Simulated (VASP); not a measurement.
## ZnO: electric field gradients with LDA

The system is ZnO.

```
Zn O
1.0
     3.29216    0.00000    0.00000
    -1.64608    2.85109    0.00000
     0.00000    0.00000    5.27228
Zn O
2 2
Direct
  0.33333 0.66667 0.00000
  0.66667 0.33333 0.50000
  0.33333 0.66667 0.38210
  0.66667 0.33333 0.88210
```

```yaml
Program: VASP 6.6.1
Task: electric field gradients
Functional: LDA
Potentials_or_basis: VASP PAW LDA potentials, release 64 (Zn, O)
Cutoff: 520 eV
k_mesh: 11 × 11 × 6
Occupations: fermi-dirac, width 0.02 eV
Spin: no spin polarisation
Dipole_correction: no
Further_INCAR_settings: ALGO = Normal; EDIFF = 1e-08; NBANDS = 26
```

```yaml
Pressure: -10.8 GPa
Largest_force: 0.040 eV/Å
Band_gap_on_the_k_mesh: 0.68 eV
Largest_electric_field_gradient_by_atom: Zn +7.3; O -3.6 V/Å²
```

Forces in eV/Å, atoms in the order of the input:
```
Zn   0.000  0.000  0.040
Zn   0.000  0.000  0.040
O    0.000  0.000 -0.040
O    0.000  0.000 -0.040
```

Stress tensor (GPa, compression positive):
```
-11.03   0.00   0.00
  0.00 -11.03   0.00
  0.00   0.00 -10.28
```

Levels at points of the mesh, in eV from the valence-band top:
```csv
k point,band 15,band 16,band 17,band 18,band 19,band 20,band 21,band 22
"(0.00, 0.00, 0.00)",-0.75,-0.08,0.00,0.00,0.68,4.92,7.98,12.43
"(0.00, 0.00, 0.50)",-0.37,-0.37,-0.37,-0.37,3.30,3.30,9.74,9.74
```

Electric field gradients, principal values (V/Å²):
```tsv
atom	least	middle	greatest (by size)
1 Zn	-3.670	-3.676	7.346
2 Zn	-3.670	-3.676	7.346
3 O	1.784	1.796	-3.580
4 O	1.784	1.796	-3.580
```

Run time: 110 s on 1 thread of Intel Xeon 8259CL (shared host), peak memory 0.19 GiB.

Caveat: the cell stands under tension; semilocal functionals underestimate gaps, and a narrow one can read as zero; without QUAD_EFG the Cq values of the log hold for a quadrupole moment of 1 mb, not for the nuclei.
